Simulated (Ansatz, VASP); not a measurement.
# Ti: VASP beside Ansatz

```
Ti
1.0
     0.00000    2.07060    2.03000
     2.07060    0.00000    2.03000
     2.07060    2.07060    0.00000
Ti
1
Direct
  0.00000 0.00000 0.00000
```

Change from the starting cell: equal xx and yy strain of +2 %.

Alike in both runs: task single point; functional LDA; k mesh 14 × 14 × 14; occupations fermi-dirac, width 0.05 eV; no spin polarisation.

```csv
,VASP,Ansatz
version,VASP 6.6.1,Ansatz 0.2.0
potentials or method,"VASP PAW LDA potentials, release 64 (Ti_sv), cutoff 520 eV","all-electron LAPW, scalar-relativistic"
```

|  | VASP | Ansatz | Ansatz less VASP |
| --- | --- | --- | --- |
| pressure (GPa) | -8.8 | -8.7 | +0.09 |
| traceless stress, the component that is largest in VASP (GPa) | 0.35 | 0.35 | -0.002 |

LDA's correlation is that of Perdew and Zunger in VASP and of Perdew and Wang (1992) in Ansatz. Ansatz ran all-electron here, and VASP with PAW potentials.
